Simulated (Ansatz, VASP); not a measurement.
## Two plane-wave programs on SnRu4

```
CELL_PARAMETERS angstrom
3.80320 -4.22212 0.00000
3.80320 4.22212 0.00000
0.00000 0.00000 2.77735
ATOMIC_POSITIONS crystal
Sn 0.00000 0.00000 0.00000
Ru 0.69200 0.69200 0.50000
Ru 0.30800 0.30800 0.50000
Ru 0.68642 0.31358 0.00000
Ru 0.31358 0.68642 0.00000
```

Change from the starting cell: species swapped into the OsCl4 type (Cmmm, No. 65).

Alike in both runs: functional PBE; k mesh 8 × 8 × 14; occupations gaussian, width 0.1 eV; no spin polarisation.

Ansatz relaxed the structure, and its values are those at the end. VASP's run is a single point on that final structure, the one shown.

|  | VASP | Ansatz |
| --- | --- | --- |
| version | VASP 6.6.1 | Ansatz 0.2.0 |
| potentials or method | VASP PAW PBE potentials, release 64 (Sn_d, Ru_pv), cutoff 520 eV | scalar-relativistic, plane waves, PAW |
| valence electrons in the cell | 70 | 78 |

|  | VASP | Ansatz | Ansatz less VASP |
| --- | --- | --- | --- |
| gap on the k mesh at the Fermi level (eV) | none | none | - |
| pressure (GPa) | 0.0 | 0.0 | -0.02 |

A gap of «none» marks a metal or a gap that the smearing closes. VASP's potentials hold 70 valence electrons a cell and Ansatz's 78, so a difference there can come from the potentials and not from the codes.
